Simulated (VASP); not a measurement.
# ZrB2 (P6/mmm) in VASP: further runs, part 2 of 2

VASP 6.6.1.

## 4. Single point, PBEsol, non-collinear spin, zero start, spin-orbit coupling

This run uses another cell than the first one, of 10.25 Å³/atom, 0.982 times its volume.

INCAR

```
SYSTEM = ZrB2
PREC     = Accurate       ! precision mode
ENCUT    = 520            ! plane-wave cutoff, eV
EDIFF    = 1E-7           ! SCF threshold, eV
ISMEAR   = -1             ! smearing method
SIGMA    = 0.05           ! smearing width, eV
LREAL    = .FALSE.        ! projectors in reciprocal space
LASPH    = .TRUE.         ! aspherical terms in the spheres
NELM     = 150            ! most SCF steps
ALGO     = Normal         ! electronic algorithm
ISIF     = 2              ! what is computed and relaxed
LWAVE    = .FALSE.        ! write WAVECAR
LCHARG   = .FALSE.        ! write CHGCAR
MAGMOM   = 0 0 0 0 0 0 0 0 0 ! initial moments
LORBIT   = 11             ! projections on sites
LSORBIT  = .TRUE.         ! spin-orbit coupling
GGA_COMPAT= .FALSE.      
LORBMOM  = .TRUE.       
LMAXMIX  = 4              ! l up to which the mixer works
GGA      = PS             ! functional
NBANDS   = 31             ! bands
```

KPOINTS

```
regular mesh
0
G
  7 7 6
  0 0 0
```

POSCAR

```
ZrB2
1.0
    3.1700000000      0.0000000000      0.0000000000
   -1.5850000000      2.7453005300      0.0000000000
    0.0000000000      0.0000000000      3.5330000000
Zr B
1 2
Direct
    0.0000000000      0.0000000000      0.0000000000
    0.6666666667      0.3333333333      0.5000000000
    0.3333333333      0.6666666667      0.5000000000
```

Potentials or basis: VASP PAW PBE potentials, release 64 (Zr_sv, B).

Started as:

```sh
cat potpaw_PBE.64/Zr_sv/POTCAR potpaw_PBE.64/B/POTCAR > POTCAR
mpirun -np 1 vasp_ncl > vasp.out
```

OUTCAR:

```text
SYSTEM = ZrB2
   PREC = Accurate
   ENCUT = 520
   EDIFF = 1E-7
   ISMEAR = -1
   LREAL = .FALSE.
   LASPH = .TRUE.
   NELM = 150
   ISIF = 2
   LORBIT = 11
   LSORBIT = .TRUE.
   GGA = PS

 ion  position               nearest neighbor table
   1  0.000  0.000  0.000-   2 2.54   3 2.54   2 2.54   3 2.54   2 2.54   2 2.54   3 2.54   3 2.54
                             2 2.54   2 2.54   3 2.54   3 2.54
   2  0.667  0.333  0.500-   3 1.83   3 1.83   3 1.83   1 2.54   1 2.54   1 2.54   1 2.54   1 2.54
                             1 2.54
   3  0.333  0.667  0.500-   2 1.83   2 1.83   2 1.83   1 2.54   1 2.54   1 2.54   1 2.54   1 2.54
                             1 2.54

  LATTYP: Found a hexagonal cell.
 ALAT       =     3.1700000000
 C/A-ratio  =     1.1145110410

  Lattice vectors:

 A1 = (   3.1700000000,   0.0000000000,   0.0000000000)
 A2 = (  -1.5850000000,   2.7453005300,   0.0000000000)
 A3 = (   0.0000000000,   0.0000000000,   3.5330000000)

Analysis of symmetry for initial positions (statically):
=====================================================================
 Subroutine PRICEL returns:
 Original cell was already a primitive cell.

 Routine SETGRP: Setting up the symmetry group for a
 hexagonal supercell.

 Subroutine GETGRP returns: Found 24 space group operations
 (whereof 24 operations were pure point group operations)
 out of a pool of 24 trial point group operations.

The static configuration has the point symmetry D_6h.

Analysis of symmetry for dynamics (positions and initial velocities):
=====================================================================
 Subroutine PRICEL returns:
 Original cell was already a primitive cell.

 Routine SETGRP: Setting up the symmetry group for a
 hexagonal supercell.

 Subroutine GETGRP returns: Found 24 space group operations
 (whereof 24 operations were pure point group operations)
 out of a pool of 24 trial point group operations.

The dynamic configuration has the point symmetry D_6h.

Analysis of structural, dynamic, and magnetic symmetry:
=====================================================================
 Subroutine PRICEL returns:
 Original cell was already a primitive cell.

 Routine SETGRP: Setting up the symmetry group for a
 hexagonal supercell.

 Subroutine GETGRP returns: Found 24 space group operations
 (whereof 24 operations were pure point group operations)
 out of a pool of 24 trial point group operations.

The overall configuration has the point symmetry D_6h.

 Subroutine INISYM returns: Found 24 space group operations
 (whereof 24 operations are pure point group operations),
 and found     1 'primitive' translations

----------------------------------------------------------------------------------------

                                     Primitive cell

  volume of cell :      30.7463

  direct lattice vectors                    reciprocal lattice vectors
     3.170000000  0.000000000  0.000000000     0.315457413  0.182129422  0.000000000
    -1.585000000  2.745300530  0.000000000     0.000000000  0.364258845  0.000000000
[... 944 lines left out ...]

  FORCE on cell =-STRESS in cart. coord.  units (eV):
  Direction    XX          YY          ZZ          XY          YZ          ZX
  --------------------------------------------------------------------------------------
  -------------------------------------------------------------------------------------
  Total       -0.6560878     -0.6560878     -0.8455023      0.0000000     -0.0000000     -0.0000000
  in kB      -34.1884773    -34.1884773    -44.0587898      0.0000000     -0.0000000     -0.0000000
  external PRESSURE =     -37.4785815 kB  Pullay stress =       0.0000000 kB

 VOLUME and BASIS-vectors are now :
 -----------------------------------------------------------------------------
  energy-cutoff  :      520.00
  volume of cell :       30.75
      direct lattice vectors                 reciprocal lattice vectors
     3.170000000  0.000000000  0.000000000     0.315457413  0.182129422  0.000000000
    -1.585000000  2.745300530  0.000000000     0.000000000  0.364258845  0.000000000
     0.000000000  0.000000000  3.533000000     0.000000000  0.000000000  0.283045570

 POSITION                                       TOTAL-FORCE (eV/Angst)
 -----------------------------------------------------------------------------------
      0.00000      0.00000      0.00000        -0.000000      0.000000     -0.000000
      1.58500      0.91510      1.76650         0.000000      0.000000      0.000000
     -0.00000      1.83020      1.76650        -0.000000      0.000000     -0.000000
 -----------------------------------------------------------------------------------
    total drift:                               -0.000000      0.000000     -0.000000

  FREE ENERGIE OF THE ION-ELECTRON SYSTEM (eV)
  ---------------------------------------------------
  free  energy   TOTEN  =       -26.4612930793 eV

  energy  without entropy=      -26.4584283832  energy(sigma->0) =      -26.45986073

 orbital moment (x)

 # of ion     p       d       tot
 ----------------------------------------
  1         0.000   0.000   0.000
  2         0.000   0.000   0.000
  3        -0.000   0.000  -0.000
 ----------------------------------------
           -0.000   0.000  -0.000

 orbital moment (y)

 # of ion     p       d       tot
 ----------------------------------------
  1        -0.000  -0.000  -0.000
  2        -0.000   0.000  -0.000
  3        -0.000   0.000  -0.000
 ----------------------------------------
           -0.000  -0.000  -0.000

 orbital moment (z)

 # of ion     p       d       tot
 ----------------------------------------
  1         0.000   0.000   0.000
  2        -0.000   0.000  -0.000
  3        -0.000   0.000  -0.000
 ----------------------------------------
           -0.000   0.000  -0.000

 Spin-Orbit-Coupling matrix elements

 Ion:    1  E_soc:     -0.1399832
 l=   1
     0.0000000    -0.0226153    -0.0227222
    -0.0226153     0.0000000    -0.0226153
    -0.0227222    -0.0226153     0.0000000
 l=   2
     0.0000000    -0.0001326     0.0000000    -0.0001326    -0.0006747
    -0.0001326     0.0000000    -0.0003619    -0.0001100    -0.0001326
     0.0000000    -0.0003619     0.0000000    -0.0003619     0.0000000
    -0.0001326    -0.0001100    -0.0003619     0.0000000    -0.0001326
    -0.0006747    -0.0001326     0.0000000    -0.0001326     0.0000000
 l=   3
     0.0000000     0.0000000     0.0000000     0.0000000     0.0000000     0.0000000     0.0000000
     0.0000000     0.0000000     0.0000000     0.0000000     0.0000000     0.0000000     0.0000000
     0.0000000     0.0000000     0.0000000     0.0000000     0.0000000     0.0000000     0.0000000
     0.0000000     0.0000000     0.0000000     0.0000000     0.0000000     0.0000000     0.0000000
[... 29 lines left out ...]
 l=   2
     0.0000000     0.0000000     0.0000000     0.0000000     0.0000000
     0.0000000     0.0000000     0.0000000     0.0000000     0.0000000
     0.0000000     0.0000000     0.0000000     0.0000000     0.0000000
     0.0000000     0.0000000     0.0000000     0.0000000     0.0000000
     0.0000000     0.0000000     0.0000000     0.0000000     0.0000000
 l=   3
     0.0000000     0.0000000     0.0000000     0.0000000     0.0000000     0.0000000     0.0000000
     0.0000000     0.0000000     0.0000000     0.0000000     0.0000000     0.0000000     0.0000000
     0.0000000     0.0000000     0.0000000     0.0000000     0.0000000     0.0000000     0.0000000
     0.0000000     0.0000000     0.0000000     0.0000000     0.0000000     0.0000000     0.0000000
     0.0000000     0.0000000     0.0000000     0.0000000     0.0000000     0.0000000     0.0000000
     0.0000000     0.0000000     0.0000000     0.0000000     0.0000000     0.0000000     0.0000000
     0.0000000     0.0000000     0.0000000     0.0000000     0.0000000     0.0000000     0.0000000

 total charge

# of ion       s       p       d       tot
------------------------------------------
    1        2.170   6.028   1.784   9.982
    2        0.661   1.234   0.000   1.895
    3        0.661   1.234   0.000   1.895
--------------------------------------------------
tot          3.493   8.497   1.784  13.773

 magnetization (x)

# of ion       s       p       d       tot
------------------------------------------
    1       -0.000   0.000   0.000  -0.000
    2        0.000  -0.000   0.000  -0.000
    3        0.000   0.000   0.000   0.000
--------------------------------------------------
tot         -0.000  -0.000   0.000  -0.000

 magnetization (y)

# of ion       s       p       d       tot
------------------------------------------
    1        0.000   0.000  -0.000  -0.000
    2        0.000   0.000   0.000   0.000
    3        0.000   0.000   0.000   0.000
--------------------------------------------------
tot          0.000   0.000  -0.000  -0.000

 magnetization (z)

# of ion       s       p       d       tot
------------------------------------------
    1       -0.000   0.000   0.000  -0.000
    2        0.000   0.000   0.000   0.000
    3        0.000   0.000   0.000   0.000
--------------------------------------------------
tot         -0.000   0.000   0.000  -0.000
```

It took 45 s on 1 thread of Intel Xeon 6975P-C (Granite Rapids), shared host; peak memory 0.23 GiB.

Results:

| Quantity | Value |
| --- | --- |
| Free energy | -26.4613 eV |
| Pressure | -3.7 GPa |
| Net moment | 0.00 μB per cell |
| Valence electrons inside the program's atomic spheres | Zr 9.98; B 1.90 |

Moments on the atoms (μB; x, y, z):
```
Zr  0.00 0.00 0.00
B   0.00 0.00 0.00
B   0.00 0.00 0.00
```

Caveat: the PAW data sets were made with another functional, which shifts forces and pressure a little.

## 5. Overview

```tsv
task	level	spin	cell	k mesh	cutoff (eV)	gap on the mesh (eV)	pressure (GPa)
single point	RPBE	off	a = 3.186, b = 3.186, c = 3.564 Å, angles 90.0, 90.0, 120.0°, 3 atoms	10 × 10 × 8	520	none	0.0
relaxation of cell and atoms	RPBE	off	relaxed from a = 3.170, b = 3.170, c = 3.533 Å, angles 90.0, 90.0, 120.0°, 3 atoms	10 × 10 × 8	600	none	0.1
single point	PBEsol	non-collinear, zero start, SOC	a = 3.170, b = 3.170, c = 3.533 Å, angles 90.0, 90.0, 120.0°, 3 atoms	7 × 7 × 6	520	-	-3.7
```

Alike in all rows: potentials or basis VASP PAW PBE potentials, release 64 (Zr_sv, B); smearing fermi-dirac 0.05 eV.

Caveats: the PAW data sets were made with another functional, which shifts forces and pressure a little.

Total energies depend on the potentials used, so only differences within one code and one set of settings carry meaning.
